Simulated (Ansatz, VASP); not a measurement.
# KF: VASP beside Ansatz

```
K F
1.0
     2.10450    1.21503    3.43709
    -2.10450    1.21503    3.43709
     0.00000   -2.43007    3.43709
K F
1 1
Direct
  0.24937 0.24937 0.24937
  0.99939 0.99939 0.99939
```

Alike in both runs: task relaxation of cell and atoms; functional PBE; k mesh 8 × 8 × 8; occupations gaussian, width 0.02 eV; no spin polarisation.

|  | VASP | Ansatz |
| --- | --- | --- |
| version | VASP 6.6.1 | Ansatz 0.2.0 |
| potentials or method | VASP PAW PBE potentials, release 64 (K_sv, F), cutoff 600 eV | scalar-relativistic, plane waves, PAW |
| valence electrons in the cell | 16 | 16 |

VASP gave:

| Property | Result |
| --- | --- |
| gap on the k mesh at the Fermi level, each at its own relaxed structure (eV) | 5.05 |
| relaxed volume (Å³/atom) | 26.37 |
| relaxed cell length with the largest relative difference (Å) | 4.209 |

Question: Estimate Ansatz's values.

Answer: gap on the k mesh at the Fermi level, each at its own relaxed structure (eV): 5.06; relaxed volume (Å³/atom): 26.37; relaxed cell length with the largest relative difference (Å): 4.209.

Noted on VASP's run: the relaxation stopped at its first step, so nothing moved.
